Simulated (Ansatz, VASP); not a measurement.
## InSb3 in VASP and in Ansatz

```xyz
4
Lattice="4.7757 -0.1655 -0.1655 -0.1655 4.7757 -0.1655 -0.1655 -0.1655 4.7757" Properties=species:S:1:pos:R:3 pbc="T T T"
In    0.0000    0.0000    0.0000
Sb    2.3051   -0.1655    2.3051
Sb   -0.1655    2.3051    2.3051
Sb    2.3051    2.3051   -0.1655
```

Change from the starting cell: equal engineering shear yz, xz and xy -0.0700, equal normal strain along x, y and z +0.0100.

Alike in both runs: task single point; functional PBEsol; k mesh 8 × 8 × 8; occupations gaussian, width 0.15 eV; no spin polarisation.

|  | VASP | Ansatz |
| --- | --- | --- |
| version | VASP 6.6.1 | Ansatz 0.2.0 |
| potentials or method | VASP PAW PBE potentials, release 64 (In_d, Sb), cutoff 520 eV | scalar-relativistic, plane waves, PAW |
| valence electrons in the cell | 28 | 58 |

|  | VASP | Ansatz | Ansatz less VASP |
| --- | --- | --- | --- |
| gap on the k mesh at the Fermi level (eV) | none | none | - |
| pressure (GPa) | -1.1 | -1.1 | +0.01 |
| traceless stress, the component that is largest in VASP (GPa) | 0.72 | 0.71 | -0.007 |

VASP's potentials were made for PBE, not for PBEsol, and Ansatz warns of the same on its side. A gap of «none» marks a metal or a gap that the smearing closes. The functional is the same, so the differences come from potentials, cutoffs and numerics. VASP's potentials hold 28 valence electrons a cell and Ansatz's 58, so a difference there can come from the potentials and not from the codes.

Spin-orbit coupling is off throughout.
